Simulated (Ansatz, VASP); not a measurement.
## One calculation of Al2O3, two programs

```
Al O
1.0
     3.05719    0.00000    0.00000
    -1.52860    2.64760    0.00000
     0.00000    0.00000    7.67431
Al O
2 3
Cartesian
  0.0000 0.0000 5.5412
  0.0000 0.0000 2.1331
  0.0000 0.0000 3.8372
  1.5286 0.8825 6.1436
  0.0000 1.7651 1.5307
```

Change from the starting cell: volume scaled by 1.04.

Alike in both runs: task single point; functional LDA; k mesh 10 × 10 × 4; occupations fermi-dirac, width 0.05 eV; no spin polarisation.

|  | VASP | Ansatz |
| --- | --- | --- |
| version | VASP 6.6.1 | Ansatz 0.2.0 |
| potentials or method | VASP PAW LDA potentials, release 64 (Al, O), cutoff 520 eV | all-electron LAPW, scalar-relativistic |

VASP gave:

| Quantity | Value |
| --- | --- |
| gap on the k mesh at the Fermi level (eV) | 1.92 |
| least direct gap on the mesh (eV) | 1.92 |
| pressure (GPa) | -12.9 |
| traceless stress, the component that is largest in VASP (GPa) | -0.55 |
| rms of the force components (eV/Å) | 0.310 |

Which values does Ansatz return?

gap on the k mesh at the Fermi level (eV): 1.96; least direct gap on the mesh (eV): 1.96; pressure (GPa): -13.4; traceless stress, the component that is largest in VASP (GPa): -0.85; rms of the force components (eV/Å): 0.332.

LDA's correlation is that of Perdew and Zunger in VASP and of Perdew and Wang (1992) in Ansatz. Atom by atom the forces differ by 0.024 eV/Å (rms over components). Ansatz ran all-electron here, and VASP with PAW potentials.
